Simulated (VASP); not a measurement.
## Te2Pt: vibrations by perturbation theory with PBEsol

Te2Pt:

```
Te Pt
1.0
     4.04302    0.00000    0.00000
    -2.02151    3.50135    0.00000
     0.00000    0.00000    5.14487
Te Pt
2 1
Direct
  0.33333 0.66667 0.26224
  0.66667 0.33333 0.73776
  0.00000 0.00000 0.00000
```

```json
{
  "Program": "VASP 6.6.1",
  "Task": "vibrations by perturbation theory",
  "Functional": "PBEsol",
  "Potentials or basis": "VASP PAW PBE potentials, release 64 (Te, Pt)",
  "Cutoff": "500 eV",
  "k mesh": "12 × 12 × 8",
  "Occupations": "fermi-dirac, width 0.15 eV",
  "Spin": "no spin polarisation",
  "Dipole correction": "no",
  "Further INCAR settings": "ALGO = Normal; EDIFF = 1e-08; IBRION = 8; NSW = 1"
}
```

The highest phonon frequency at Γ, LO-TO splitting left out is 169 cm⁻¹.

Phonon frequencies in cm⁻¹ (negative: imaginary):
```csv
q point,frequencies
"(0.000, 0.000, 0.000)",0 0 0 106 106 153 160 169 169
```

Run time: 37 min on 1 thread of Oxide Virtual Turin-like Processor (shared host), peak memory 1.2 GiB.
